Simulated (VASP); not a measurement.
Crystal: Al3BiO.

```
CELL_PARAMETERS angstrom
5.17069 0.00000 0.00000
-2.58535 4.47795 0.00000
0.00000 0.00000 4.84288
ATOMIC_POSITIONS crystal
Al 0.50000 0.00000 0.50000
Al 0.00000 0.50000 0.50000
Al 0.50000 0.50000 0.50000
Bi 0.00000 0.00000 0.00000
O 0.00000 0.00000 0.50000
```

| Property | Result |
| --- | --- |
| Program | VASP 6.6.1 |
| Task | relaxation of cell and atoms |
| Functional | PBE |
| Potentials or basis | VASP PAW PBE potentials, release 64 (Al, Bi_d, O) |
| Cutoff | 600 eV |
| k mesh | 12 × 12 × 8 |
| Occupations | gaussian, width 0.1 eV |
| Spin | no spin polarisation |

At the start: pressure 0.3 GPa; volume 22.43 Å³/atom.

**Question.** Where does the relaxation end?

**Answer.** Over 6 steps the energy falls by 2.0 meV/atom and the volume is 22.62 Å³/atom (+0.8 %); space group P6/mmm (No. 191, to 0.05 Å).

The path:
```
step  energy change (eV)  largest force (eV/Å)  pressure (GPa)  volume (Å³)
   1              0.0000                0.0000            0.29       112.13
   2             -0.0072                0.0000            0.04       112.80
   3             -0.0098                0.0000           -0.21       113.53
   4             -0.0098                0.0000           -0.21       113.51
   5             -0.0101                0.0000            0.05       112.97
   6             -0.0101                0.0000            0.01       113.08
```

Final structure:
```
CELL_PARAMETERS angstrom
5.22866 0.00000 0.00000
-2.61433 4.52815 0.00000
0.00000 0.00000 4.77626
ATOMIC_POSITIONS crystal
Al 0.50000 0.00000 0.50000
Al 0.00000 0.50000 0.50000
Al 0.50000 0.50000 0.50000
Bi 0.00000 0.00000 0.00000
O 0.00000 0.00000 0.50000
```
